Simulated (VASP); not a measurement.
# Si (P6_3/mmc) in VASP: a series of runs

Si is run at these levels: PBE; tasks: single point.

Program: VASP 6.6.1. These are calculated values, not measurements. Logs are shortened: lines on timing, memory, paths and dates and some standing lists are left out, and cuts for length are marked.

### Step 1. The cell of the first run

The structure is hexagonal, space group P6_3/mmc (No. 194). The conventional cell has a = 3.882 Å, b = 3.882 Å, c = 6.416 Å, α = 90.00°, β = 90.00°, γ = 120.00°. Si (site symmetry 3m) has 4 Si at 2.38 to 2.40 Å within 3.1 Å.

### Step 2. Single point, PBE

The input, INCAR:

```
SYSTEM = Si
PREC = Accurate
ENCUT = 520
EDIFF = 1E-7
ISMEAR = -1
SIGMA = 0.05
LREAL = .False.
LASPH = .True.
NELM = 60
ALGO = Normal
ISIF = 2
LWAVE = .False.
LCHARG = .False.
GGA = PE
NBANDS = 16
```

The input, KPOINTS:

```
regular mesh
0
Gamma
  8 8 4
  0 0 0
```

The input, POSCAR:

```
Si
1.0
    3.8817353141      0.0000000000      0.0000000000
   -1.9408676571      3.3616813928      0.0000000000
    0.0000000000      0.0000000000      6.4159555303
Si
4
Direct
    0.6666666667      0.3333333333      0.9369905000
    0.3333333333      0.6666666667      0.4369905000
    0.6666666667      0.3333333333      0.5630095000
    0.3333333333      0.6666666667      0.0630095000
```

Potentials or basis: VASP PAW PBE potentials, release 64 (Si).

Started as:

```
cat potpaw_PBE.64/Si/POTCAR > POTCAR
mpirun -np 1 vasp_std > vasp.out
```

OUTCAR:

```text
SYSTEM = Si
   PREC = Accurate
   ENCUT = 520
   EDIFF = 1E-7
   ISMEAR = -1
   LREAL = .False.
   LASPH = .True.
   NELM = 60
   ISIF = 2
   GGA = PE

 ion  position               nearest neighbor table
   1  0.667  0.333  0.937-   4 2.38   4 2.38   4 2.38   3 2.40
   2  0.333  0.667  0.437-   3 2.38   3 2.38   3 2.38   4 2.40
   3  0.667  0.333  0.563-   2 2.38   2 2.38   2 2.38   1 2.40
   4  0.333  0.667  0.063-   1 2.38   1 2.38   1 2.38   2 2.40

  LATTYP: Found a hexagonal cell.
 ALAT       =     3.8817353141
 C/A-ratio  =     1.6528575524

  Lattice vectors:

 A1 = (   3.8817353141,   0.0000000000,   0.0000000000)
 A2 = (  -1.9408676571,   3.3616813928,   0.0000000000)
 A3 = (   0.0000000000,   0.0000000000,   6.4159555303)

Analysis of symmetry for initial positions (statically):
=====================================================================
 Subroutine PRICEL returns:
 Original cell was already a primitive cell.

 Routine SETGRP: Setting up the symmetry group for a
 hexagonal supercell.

 Subroutine GETGRP returns: Found 24 space group operations
 (whereof 12 operations were pure point group operations)
 out of a pool of 24 trial point group operations.

The static configuration has the point symmetry D_3d.
 The point group associated with its full space group is D_6h.

Analysis of symmetry for dynamics (positions and initial velocities):
=====================================================================
 Subroutine PRICEL returns:
 Original cell was already a primitive cell.

 Routine SETGRP: Setting up the symmetry group for a
 hexagonal supercell.

 Subroutine GETGRP returns: Found 24 space group operations
 (whereof 12 operations were pure point group operations)
 out of a pool of 24 trial point group operations.

The dynamic configuration has the point symmetry D_3d.
 The point group associated with its full space group is D_6h.

 Subroutine INISYM returns: Found 24 space group operations
 (whereof 12 operations are pure point group operations),
 and found     1 'primitive' translations

----------------------------------------------------------------------------------------

                                     Primitive cell

  volume of cell :      83.7228

  direct lattice vectors                    reciprocal lattice vectors
     3.881735314  0.000000000  0.000000000     0.257616741  0.148735095  0.000000000
    -1.940867657  3.361681393  0.000000000     0.000000000  0.297470189  0.000000000
     0.000000000  0.000000000  6.415955530     0.000000000  0.000000000  0.155861429

  length of vectors
     3.881735314  3.881735314  6.415955530     0.297470189  0.297470189  0.155861429

  position of ions in fractional coordinates (direct lattice)
     0.666666667  0.333333333  0.936990500
     0.333333333  0.666666667  0.436990500
     0.666666667  0.333333333  0.563009500
     0.333333333  0.666666667  0.063009500

  ion indices of the primitive-cell ions
   primitive index   ion index
                 1           1
                 2           2
                 3           3
                 4           4

----------------------------------------------------------------------------------------

 KPOINTS: regular mesh

Automatic generation of k-mesh.
 Grid dimensions read from file:
 generate k-points for:    8    8    4

 Generating k-lattice:

  Cartesian coordinates                     Fractional coordinates (reciprocal lattice)
     0.032202093  0.018591887  0.000000000     0.125000000  0.000000000  0.000000000
     0.000000000  0.037183774  0.000000000     0.000000000  0.125000000  0.000000000
     0.000000000  0.000000000  0.038965357     0.000000000  0.000000000  0.250000000

  Length of vectors
     0.037183774  0.037183774  0.038965357

  Shift w.r.t. Gamma in fractional coordinates (k-lattice)
     0.000000000  0.000000000  0.000000000

 Subroutine IBZKPT returns following result:
 ===========================================

 Found     30 irreducible k-points:

 Following reciprocal coordinates:
            Coordinates               Weight
  0.000000  0.000000  0.000000      1.000000
  0.125000  0.000000  0.000000      6.000000
  0.250000  0.000000  0.000000      6.000000
  0.375000  0.000000  0.000000      6.000000
  0.500000  0.000000  0.000000      3.000000
  0.125000  0.125000  0.000000      6.000000
[... 16 lines left out ...]
  0.250000  0.000000  0.500000      6.000000
  0.375000  0.000000  0.500000      6.000000
 [... further k-points ...]
   k-points           NKPTS =     30   k-points in BZ     NKDIM =     30   number of bands    NBANDS=     16
   number of dos      NEDOS =    301   number of ions     NIONS =      4
   total plane-waves  NPLWV =  43200
   dimension x,y,z NGX =    30 NGY =   30 NGZ =   48
   dimension x,y,z NGXF=    60 NGYF=   60 NGZF=   96
   ions per type =               4
   NGX,Y,Z   is equivalent  to a cutoff of  12.85, 12.85, 12.44 a.u.
   NGXF,Y,Z  is equivalent  to a cutoff of  25.70, 25.70, 24.87 a.u.
 SYSTEM =  Si
   PREC   = accura    normal or accurate (medium, high low for compatibility)
   ISTART =      0    job   : 0-new  1-cont  2-samecut
   ICHARG =      2    charge: 1-file 2-atom 10-const
   ISPIN  =      1    spin polarized calculation?
   LNONCOLLINEAR =      F non collinear calculations
   LSORBIT =      F    spin-orbit coupling
   LASPH  =      T    aspherical Exc in radial PAW
   ENCUT  =  520.0 eV  38.22 Ry    6.18 a.u.   7.22  7.22 11.93*2*pi/ulx,y,z
   NELM   =     60;   NELMIN=  2; NELMDL= -5     # of ELM steps
   EDIFF  = 0.1E-06   stopping-criterion for ELM
   LREAL  =      F    real-space projection
   EDIFFG = 0.1E-05   stopping-criterion for IOM
   NSW    =      0    number of steps for IOM
   IBRION =     -1    ionic relax: 0-MD 1-quasi-New 2-CG
   NFREE  =      0    steps in history (QN), initial steepest desc. (CG)
   ISIF   =      2    stress and relaxation
   ISYM   =      2    0-nonsym 1-usesym 2-fastsym
   POTIM  = 0.5000    time-step for ionic-motion
   TEBEG  =    0.0;   TEEND  =   0.0 temperature during run
   PSTRESS=    0.0 pullay stress
   NELECT =      16.0000    total number of electrons
   NUPDOWN=      -1.0000    fix difference up-down
   EMIN   =  10.00;   EMAX   =-10.00  energy-range for DOS
   EFERMI =   0.00;   METHOD = LEGACY
   ISMEAR =    -1;   SIGMA  =   0.05  broadening in eV -4-tet -1-fermi 0-gaus
   EFERMI_NEDOS =   21; number of points for ismear=-14 and -15
   IALGO  =     38    algorithm
   IMIX   =      4    mixing-type and parameters
     AMIX     =   0.40;   BMIX     =  1.00
     AMIX_MAG =   1.60;   BMIX_MAG =  1.00
  volume/ion in A,a.u.               =      20.93       141.25
  Fermi-wavevector in a.u.,A,eV,Ry     =   0.942975  1.781965 12.098328  0.889202
  Thomas-Fermi vector in A             =   2.070637
   LORBIT       =      0    0 simple, 1 ext, 2 COOP (PROOUT), +10 PAW based schemes
   GGA     = PE    functional components
   LHFCALC =     F    Hartree Fock is set to
   AEXX    =    0.0000 exact exchange contribution
   IVDW    =     0    specifies the selected vdW correction
   LEPSILON=     F    determine dielectric tensor
   LRPA    =     F    only Hartree local field effects (RPA)
 non-spin polarized calculation
  energy-cutoff  :      520.00
  volume of cell :       83.72
 maximum number of plane-waves:      2273
 NGX is ok and might be reduce to    30
   NGX = 15   NGY = 15   NGZ = 23

 number of electron      16.0000002 magnetization

 Free energy of the ion-electron system (eV)
  ---------------------------------------------------
  ext. energy  EPLUGINS =         0.00000000
  ---------------------------------------------------
  free energy    TOTEN  =       -21.63897789 eV

  energy without entropy =      -21.63888806  energy(sigma->0) =      -21.63893297

 E-fermi :   5.8576     XC(G=0):  -9.2309

 val. band max:        5.6222691529   @ k =   0.0000   0.0000   0.0000
 cond. band min:       6.1222481112   @ k =   0.5000   0.0000   0.0000
 fundamental gap:      0.4999789583
 Fermi energy:         5.8576463830

 k-point     1 :       0.0000    0.0000    0.0000
  band No.  band energies     occupation
      1      -6.2854      2.00000
      2      -4.0975      2.00000
      3      -1.3914      2.00000
      4       4.1647      2.00000
      5       4.1647      2.00000
      6       5.2924      1.99998
[... 8 lines left out ...]
     15       9.7571      0.00000
     16      11.5845      0.00000

 k-point     2 :       0.1250    0.0000    0.0000
  band No.  band energies     occupation
      1      -6.1099      2.00000
      2      -3.9177      2.00000
      3      -1.3129      2.00000
      4       2.9239      2.00000
      5       3.8355      2.00000
      6       4.3995      2.00000
[... 8 lines left out ...]
     15      10.4014      0.00000
     16      10.6952      0.00000

 k-point     3 :       0.2500    0.0000    0.0000
  band No.  band energies     occupation
      1      -5.5958      2.00000
      2      -3.3885      2.00000
      3      -1.2658      2.00000
      4       1.3783      2.00000
      5       2.4816      2.00000
      6       3.2621      2.00000
[... 8 lines left out ...]
     15      11.7040      0.00000
     16      11.9540      0.00000

 k-point     4 :       0.3750    0.0000    0.0000
  band No.  band energies     occupation
      1      -4.8066      2.00000
      2      -2.5649      2.00000
      3      -1.9088      2.00000
      4       0.7390      2.00000
      5       0.9343      2.00000
      6       2.8395      2.00000
[... 8 lines left out ...]
     15      12.3588      0.00000
     16      13.0239      0.00000
[... 324 lines left out ...]
 k-point    22 :       0.1250    0.0000    0.5000
  band No.  band energies     occupation
      1      -5.3506      2.00000
      2      -5.3506      2.00000
      3       1.4503      2.00000
      4       1.4503      2.00000
      5       3.6744      2.00000
      6       3.6744      2.00000
[... 8 lines left out ...]
     15      11.2919      0.00000
     16      11.2919      0.00000

 k-point    23 :       0.2500    0.0000    0.5000
  band No.  band energies     occupation
      1      -4.8427      2.00000
      2      -4.8427      2.00000
      3       0.7679      2.00000
      4       0.7679      2.00000
      5       2.8443      2.00000
      6       2.8443      2.00000
[... 8 lines left out ...]
     15      11.5504      0.00000
     16      11.5504      0.00000

 k-point    24 :       0.3750    0.0000    0.5000
  band No.  band energies     occupation
      1      -4.0771      2.00000
      2      -4.0771      2.00000
      3      -0.6388      2.00000
      4      -0.6388      2.00000
      5       3.0484      2.00000
      6       3.0484      2.00000
[... 8 lines left out ...]
     15      13.2688      0.00000
     16      13.2688      0.00000

 [... further k-points ...]

------------------------ aborting loop because EDIFF is reached ----------------------------------------

  FORCE on cell =-STRESS in cart. coord.  units (eV):
  Direction    XX          YY          ZZ          XY          YZ          ZX
  --------------------------------------------------------------------------------------
  -------------------------------------------------------------------------------------
  Total       -1.0676076     -1.0676076     -1.1007707      0.0000000     -0.0000000      0.0000000
  in kB      -20.4304725    -20.4304725    -21.0651047      0.0000000     -0.0000000      0.0000000
  external PRESSURE =     -20.6420166 kB  Pullay stress =       0.0000000 kB

 VOLUME and BASIS-vectors are now :
 -----------------------------------------------------------------------------
  energy-cutoff  :      520.00
  volume of cell :       83.72
      direct lattice vectors                 reciprocal lattice vectors
     3.881735314  0.000000000  0.000000000     0.257616741  0.148735095  0.000000000
    -1.940867657  3.361681393  0.000000000     0.000000000  0.297470189  0.000000000
     0.000000000  0.000000000  6.415955530     0.000000000  0.000000000  0.155861429

 POSITION                                       TOTAL-FORCE (eV/Angst)
 -----------------------------------------------------------------------------------
      1.94087      1.12056      6.01169        -0.000000      0.000000      0.022569
     -0.00000      2.24112      2.80371         0.000000     -0.000000      0.022569
      1.94087      1.12056      3.61224         0.000000      0.000000     -0.022569
     -0.00000      2.24112      0.40427         0.000000     -0.000000     -0.022569
 -----------------------------------------------------------------------------------
    total drift:                               -0.000000      0.000000     -0.000000

  FREE ENERGIE OF THE ION-ELECTRON SYSTEM (eV)
  ---------------------------------------------------
  free  energy   TOTEN  =       -21.6389778871 eV

  energy  without entropy=      -21.6388880600  energy(sigma->0) =      -21.63893297
```

Wall time 63 s (1 thread of Intel Xeon 8259CL, shared host); peak memory 0.19 GiB.

Results:

```yaml
Free_energy: -21.6390 eV
Pressure: -2.1 GPa
Largest_force: 0.023 eV/Å
Band_gap_on_the_k_mesh: 0.50 eV, indirect (least direct gap 0.93 eV)
```

Forces on the atoms (eV/Å):
```
Si   0.000  0.000  0.023
Si   0.000  0.000  0.023
Si   0.000  0.000 -0.023
Si   0.000  0.000 -0.023
```

A k mesh can miss the band edges. Expect the measured gap to be larger: semilocal functionals such as PBE lack the derivative discontinuity.

### Step 3. Single point, PBE

This run uses another cell than the first one, of 21.33 Å³/atom, 1.019 times its volume.

The input, INCAR:

```
SYSTEM = Si
ALGO = Normal ; EDIFF = 1E-7
ENCUT = 520 ; GGA = PE
ISIF = 2 ; ISMEAR = -1
LASPH = .True. ; LCHARG = .False.
LREAL = .False. ; LWAVE = .False.
NBANDS = 16 ; NELM = 60
PREC = Accurate ; SIGMA = 0.05
```

The input, KPOINTS:

```
k-points
0
Gamma
  8 8 4
  0 0 0
```

The input, POSCAR:

```
Si
1.0
    3.9064604095      0.0000000000      0.0000000000
   -1.9532302048      3.3830939535      0.0000000000
    0.0000000000      0.0000000000      6.4568225910
Si
4
Direct
    0.6666666667      0.3333333333      0.9369905000
    0.3333333333      0.6666666667      0.4369905000
    0.6666666667      0.3333333333      0.5630095000
    0.3333333333      0.6666666667      0.0630095000
```

Potentials or basis: VASP PAW PBE potentials, release 64 (Si).

Started as:

```
cat potpaw_PBE.64/Si/POTCAR > POTCAR
mpirun -np 1 vasp_std > vasp.out
```

OUTCAR:

```text
SYSTEM = Si
   EDIFF = 1E-7
   ENCUT = 520
   GGA = PE
   ISIF = 2
   ISMEAR = -1
   LASPH = .True.
   LREAL = .False.
   NELM = 60
   PREC = Accurate

 ion  position               nearest neighbor table
   1  0.667  0.333  0.937-   4 2.40   4 2.40   4 2.40   3 2.41
   2  0.333  0.667  0.437-   3 2.40   3 2.40   3 2.40   4 2.41
   3  0.667  0.333  0.563-   2 2.40   2 2.40   2 2.40   1 2.41
   4  0.333  0.667  0.063-   1 2.40   1 2.40   1 2.40   2 2.41

  LATTYP: Found a hexagonal cell.
 ALAT       =     3.9064604095
 C/A-ratio  =     1.6528575524

  Lattice vectors:

 A1 = (   3.9064604095,   0.0000000000,   0.0000000000)
 A2 = (  -1.9532302048,   3.3830939535,   0.0000000000)
 A3 = (   0.0000000000,   0.0000000000,   6.4568225910)

Analysis of symmetry for initial positions (statically):
=====================================================================
 Subroutine PRICEL returns:
 Original cell was already a primitive cell.

 Routine SETGRP: Setting up the symmetry group for a
 hexagonal supercell.

 Subroutine GETGRP returns: Found 24 space group operations
 (whereof 12 operations were pure point group operations)
[... 174 lines left out ...]
 fundamental gap:      0.5366678666
 Fermi energy:         5.6829112162

 k-point     1 :       0.0000    0.0000    0.0000
  band No.  band energies     occupation
      1      -6.3434      2.00000
      2      -4.2009      2.00000
      3      -1.4905      2.00000
      4       4.0010      2.00000
      5       4.0010      2.00000
      6       5.1111      1.99998
[... 433 lines left out ...]
      3      -0.7733      2.00000
      4      -0.7733      2.00000
      5       2.9032      2.00000
      6       2.9032      2.00000
[... 8 lines left out ...]
     15      12.9945      0.00000
     16      12.9945      0.00000

 [... further k-points ...]

------------------------ aborting loop because EDIFF is reached ----------------------------------------

  FORCE on cell =-STRESS in cart. coord.  units (eV):
  Direction    XX          YY          ZZ          XY          YZ          ZX
  --------------------------------------------------------------------------------------
  -------------------------------------------------------------------------------------
  Total       -1.8618886     -1.8618886     -1.9042308      0.0000000      0.0000000      0.0000000
  in kB      -34.9581093    -34.9581093    -35.7531110      0.0000000      0.0000000      0.0000000
  external PRESSURE =     -35.2231099 kB  Pullay stress =       0.0000000 kB

 VOLUME and BASIS-vectors are now :
 -----------------------------------------------------------------------------
  energy-cutoff  :      520.00
  volume of cell :       85.33
      direct lattice vectors                 reciprocal lattice vectors
     3.906460410  0.000000000  0.000000000     0.255986211  0.147793708  0.000000000
    -1.953230205  3.383093953  0.000000000     0.000000000  0.295587416  0.000000000
     0.000000000  0.000000000  6.456822591     0.000000000  0.000000000  0.154874938

 POSITION                                       TOTAL-FORCE (eV/Angst)
 -----------------------------------------------------------------------------------
      1.95323      1.12770      6.04998         0.000000      0.000000      0.029051
     -0.00000      2.25540      2.82157        -0.000000      0.000000      0.029051
      1.95323      1.12770      3.63525         0.000000     -0.000000     -0.029051
     -0.00000      2.25540      0.40684        -0.000000      0.000000     -0.029051
 -----------------------------------------------------------------------------------
    total drift:                               -0.000000      0.000000     -0.000000

  FREE ENERGIE OF THE ION-ELECTRON SYSTEM (eV)
  ---------------------------------------------------
  free  energy   TOTEN  =       -21.6108675517 eV

  energy  without entropy=      -21.6107992463  energy(sigma->0) =      -21.61083340
```

stdout:

```text
POSCAR found type information on POSCAR Si
 POSCAR found :  1 types and       4 ions
 scaLAPACK will be used
 LDA part: xc-table for (Slater+PW92), standard interpolation
 POSCAR, INCAR and KPOINTS ok, starting setup
 FFT: planning ... GRIDC
 FFT: planning ... GRID_SOFT
 FFT: planning ... GRID
 WAVECAR not read
 entering main loop
```

Run time: 58 s. Hardware: 1 thread of Intel Xeon 8259CL, shared host; peak memory 0.19 GiB.

What came out:

- Free energy: -21.6109 eV
- Pressure: -3.5 GPa
- Largest force: 0.029 eV/Å
- Band gap on the k mesh: 0.54 eV, indirect (least direct gap 0.88 eV)

Forces on the atoms (eV/Å):
```
Si   0.000  0.000  0.029
Si   0.000  0.000  0.029
Si   0.000  0.000 -0.029
Si   0.000  0.000 -0.029
```

Stress tensor (GPa, compression positive):
```
-3.50  0.00  0.00
 0.00 -3.50  0.00
 0.00  0.00 -3.58
```

Levels at points of the mesh, in eV from the valence-band top:
```csv
k point,band 5,band 6,band 7,band 8,band 9,band 10,band 11,band 12
"(0.00, 0.00, 0.00)",-1.43,-0.32,0.00,0.00,0.88,2.04,2.04,2.19
"(0.50, 0.00, 0.00)",-4.39,-2.88,-2.77,-1.36,0.54,2.26,3.05,3.16
"(0.00, 0.00, 0.50)",-0.87,-0.87,-0.87,-0.87,1.65,1.65,2.99,2.99
"(0.50, 0.00, 0.50)",-2.33,-2.33,-2.27,-2.27,0.92,0.92,1.78,1.78
```

A k mesh can miss the band edges.
